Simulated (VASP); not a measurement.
Here is a VASP 6.6.1 calculation.

File POSCAR:

```
Ag
1.0
    2.8616308687      0.0000000000      0.0000000000
   -1.4308154344      2.4782450286      0.0000000000
    0.0000000000      0.0000000000      9.4669946005
Ag
4
Direct
    0.3333333333      0.6666666667      0.2500000000
    0.6666666667      0.3333333333      0.7500000000
    0.0000000000      0.0000000000      0.0000000000
    0.0000000000      0.0000000000      0.5000000000
```

The input INCAR.step1:

```
SYSTEM = Ag
ALGO = Normal
EDIFF = 1E-4
ENCUT = 520
GGA = PE
ISMEAR = 0
LASPH = .True.
LCHARG = .False.
LREAL = .False.
LWAVE = .True.
NBANDS = 30
NELM = 60
PREC = Accurate
SIGMA = 0.15
```

The input INCAR.step2:

```
SYSTEM = Ag
ALGO = Normal
EDIFF = 1E-6
ENCUT = 520
ISIF = 2
ISMEAR = 0
ISTART = 1
LASPH = .True.
LCHARG = .False.
LMIXTAU = .True.
LREAL = .False.
LWAVE = .False.
METAGGA = R2SCAN
NBANDS = 30
NELM = 60
PREC = Accurate
SIGMA = 0.15
```

File KPOINTS:

```
k-points
0
Gamma
  18 18 6
  0 0 0
```

Potentials or basis: VASP PAW PBE potentials, release 64 (Ag).

The run is started by

```bash
$ cat potpaw_PBE.64/Ag/POTCAR > POTCAR
$ cp INCAR.step1 INCAR
$ mpirun -np 1 vasp_std > vasp.out
$ cp INCAR.step2 INCAR
$ mpirun -np 1 vasp_std > vasp.out
```

(1) Estimate the band gap on the k mesh.

(2) Estimate the pressure.

Answers

(1) zero (band 22 reaches 12.39 eV, above the bottom of band 23 at 5.22 eV).

(2) 3.6 GPa.

Caveat: the cell differs from its parent crystal (strain -0.015 along x and y, +0.000 along z); the PAW data sets were made with another functional, which shifts forces and pressure a little.
